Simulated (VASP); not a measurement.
A run of VASP 6.6.1 is set up as follows.

INCAR

```
PREC = Accurate
ENCUT = 520
EDIFF = 1E-7
ISMEAR = 0
SIGMA = 0.02
LREAL = False
LASPH = True
NELM = 100
ALGO = Normal
ISIF = 2
LWAVE = False
LCHARG = False
GGA = CA
NBANDS = 25
```

The input KPOINTS:

```
regular mesh
0
Gamma
  8 8 8
```

Contents of POSCAR:

```
SiO2
1.0
   -1.8105538595      1.8105538595      3.9466748897
    1.8105538595     -1.8105538595      3.9466748897
    1.8105538595      1.8105538595     -3.9466748897
Si O
2 4
Direct
    0.0000000000      0.0000000000      0.0000000000
    0.7500000000      0.2500000000      0.5000000000
    0.3750000000      0.3654448716      0.4904448716
    1.1154448716      0.6250000000      0.9904448716
    0.6345551284      0.1250000000      0.0095551284
    0.8750000000     -0.1154448716      0.5095551284
```

Potentials or basis: VASP PAW LDA potentials, release 64 (Si, O).

Launch:

```bash
$ cat potpaw_LDA.64/Si/POTCAR potpaw_LDA.64/O/POTCAR > POTCAR
$ mpirun -np 1 vasp_std > vasp.out
```

(1) What does it give for the largest force?

(2) Estimate the band gap on the k mesh.

(3) Estimate the pressure.

## Answers

(1) 0.097 eV/Å.

(2) 6.37 eV, indirect (least direct gap 6.58 eV).

(3) 31.5 GPa.
